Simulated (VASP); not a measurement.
Write the native input for VASP 6.6.1 that does the following.

```yaml
Task: single point
Functional: PBE
Potentials_or_basis: VASP PAW PBE potentials, release 64 (Ge_d, Bi_d)
Cutoff: 520 eV
k_mesh: 5 × 5 × 5
Occupations: fermi-dirac, width 0.05 eV
Spin: no spin polarisation
Dipole_correction: no
Further_INCAR_settings: ALGO = Normal; EDIFF = 1e-06; NBANDS = 38
```

The structure of GeBi3 lies in POSCAR:

```
GeBi3
1.0
    5.6426364969      0.0000000000      0.0000000000
    0.0000000000      5.6426364969      0.0000000000
    0.0000000000      0.0000000000      5.6426364969
Ge Bi
1 3
Direct
    0.0000000000      0.0000000000      0.0000000000
    0.5000000000      0.0000000000      0.0000000000
    0.0000000000      0.0000000000      0.5000000000
    0.0000000000      0.5000000000      0.0000000000
```

The input as run:

INCAR

```
ALGO = Normal
EDIFF = 1E-6
ENCUT = 520
GGA = PE
ISIF = 2
ISMEAR = -1
LASPH = T
LCHARG = T
LELF = T
LREAL = F
LVHAR = T
LWAVE = F
NBANDS = 38
NELM = 100
PREC = Accurate
SIGMA = 0.05
```

KPOINTS

```
k-points
0
Gamma
  5 5 5
```

Potentials or basis: VASP PAW PBE potentials, release 64 (Ge_d, Bi_d).

Launch:

```console
$ cat potpaw_PBE.64/Ge_d/POTCAR potpaw_PBE.64/Bi_d/POTCAR > POTCAR
$ mpirun -np 1 vasp_std > vasp.out
```

It gave:

- Pressure: 0.0 GPa

It took 35 s on 1 thread of AMD EPYC 9R45 96-Core Processor (Zen 5), on a shared host, peak memory 0.24 GiB.
